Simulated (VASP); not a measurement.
Write the native input for VASP 6.6.1 that does the following.

```yaml
Task: single point
Functional: PBE
Potentials_or_basis: VASP PAW PBE potentials, release 64 (Hf_pv, O)
Cutoff: 520 eV
k_mesh: 8 × 8 × 8
Occupations: gaussian, width 0.05 eV
Spin: no spin polarisation
Dipole_correction: no
Further_INCAR_settings: ALGO = Normal; EDIFF = 1e-06; NBANDS = 18
```

The structure of HfO2 lies in POSCAR:

```
HfO2
1.0
    0.0000000000      2.5488057610      2.5488057610
    2.5488057610      0.0000000000      2.5488057610
    2.5488057610      2.5488057610      0.0000000000
Hf O
1 2
Direct
    0.0000000000      0.0000000000      0.0000000000
    0.2500000000      0.2500000000      0.2500000000
    0.7500000000      0.7500000000      0.7500000000
```

One way to write it, as run:

INCAR

```
PREC = Accurate ; ENCUT = 520
EDIFF = 1E-6 ; ISMEAR = 0
SIGMA = 0.05 ; LREAL = F
LASPH = T ; NELM = 100
ALGO = Normal ; ISIF = 2
LWAVE = F ; LCHARG = F
GGA = PE ; NBANDS = 18
```

KPOINTS

```
regular mesh
0
Gamma
  8 8 8
```

Potentials or basis: VASP PAW PBE potentials, release 64 (Hf_pv, O).

Command:

```sh
$ cat potpaw_PBE.64/Hf_pv/POTCAR potpaw_PBE.64/O/POTCAR > POTCAR
$ mpirun -np 1 vasp_std > vasp.out
```

It gave:

* Pressure: -3.6 GPa
* Band gap on the k mesh: 3.76 eV, direct

Caveat: spin-orbit coupling is left out, which moves the levels of the heavy elements.

Wall time 16 s on 1 thread of AMD EPYC 7R13 Processor (Zen 3), on a shared host, peak memory 0.13 GiB.
